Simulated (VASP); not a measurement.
Write the native input for VASP 6.6.1 that does the following.

```
Task                   : single point
Functional             : PBEsol
Potentials or basis    : VASP PAW PBE potentials, release 64 (Al)
Cutoff                 : 520 eV
k mesh                 : 9 × 9 × 17
Occupations            : gaussian, width 0.1 eV
Spin                   : no spin polarisation
Dipole correction      : no
Further INCAR settings : ALGO = Normal; EDIFF = 1e-06; NBANDS = 10
```

The structure of Al lies in POSCAR:

```
Al
1.0
    4.0007212531      0.0000000000      0.0210832101
    0.0000000000      4.0007768054      0.0000000000
   -1.9897341115      0.0000000000      2.0109874092
Al
2
Direct
    0.0000000000      0.0000000000      0.0000000000
    0.5000000000      0.5000000000      0.0000000000
```

These files were run (other wordings do the same):

INCAR

```
ALGO = Normal
EDIFF = 1E-6
ENCUT = 520
GGA = PS
ISIF = 2
ISMEAR = 0
LASPH = True
LCHARG = False
LREAL = False
LWAVE = False
NBANDS = 10
NELM = 60
PREC = Accurate
SIGMA = 0.1
```

KPOINTS

```
k-points
0
Gamma
  9 9 17
```

Potentials or basis: VASP PAW PBE potentials, release 64 (Al).

Command:

```console
$ cat potpaw_PBE.64/Al/POTCAR > POTCAR
$ mpirun -np 1 vasp_std > vasp.out
```

Results of the run:

```json
{
  "Pressure": "0.2 GPa",
  "Band gap on the k mesh": "zero (band 3 reaches 15.12 eV, above the bottom of band 4 at 4.21 eV)"
}
```

Caveat: the PAW data sets were made with another functional, which shifts forces and pressure a little.

Wall time 55 s on 1 thread of AMD EPYC 7R13 Processor (Zen 3) (shared host), peak memory 0.2 GiB.
